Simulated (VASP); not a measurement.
Input of a VASP 6.6.1 run:

INCAR

```
PREC = Accurate
ENCUT = 520
EDIFF = 1E-6
ISMEAR = 0
SIGMA = 0.05
LREAL = False
LASPH = True
NELM = 60
ALGO = Normal
ISIF = 2
LWAVE = False
LCHARG = False
NBANDS = 24
```

File KPOINTS:

```
regular mesh
0
Gamma
  9 9 8
```

File POSCAR:

```
SrO
1.0
    0.0000000000     -2.5744724926     -2.5744724925
   -2.5744724926      0.0000000000     -2.5744724925
    2.5744724926      2.5744724926     -5.1489449852
Sr O
2 2
Direct
   -0.0016350892     -0.0016350892     -0.0016350892
    0.4983649108      0.4983649108      0.4983649108
    0.7589547170      0.7589547170      0.7589547170
    0.2589547170      0.2589547170      0.2589547170
```

Potentials or basis: VASP PAW LDA potentials, release 64 (Sr_sv, O).

Command:

```sh
$ cat potpaw_LDA.64/Sr_sv/POTCAR potpaw_LDA.64/O/POTCAR > POTCAR
$ mpirun -np 1 vasp_std > vasp.out
```

Task: What does it give for the pressure?

Result: -3.7 GPa.

Task: Estimate the band gap on the k mesh.

Result: 3.20 eV.

Forces in eV/Å, atoms in the order of the input:
```
Sr   0.000  0.000 -0.227
Sr   0.000  0.000 -0.227
O    0.000  0.000  0.227
O    0.000  0.000  0.227
```

Caveat: the cell differs from its parent crystal (atoms displaced along a vibrational mode, the cell strained); the cell stands under tension; an odd mesh through Γ misses points on the zone boundary, where band edges can lie.
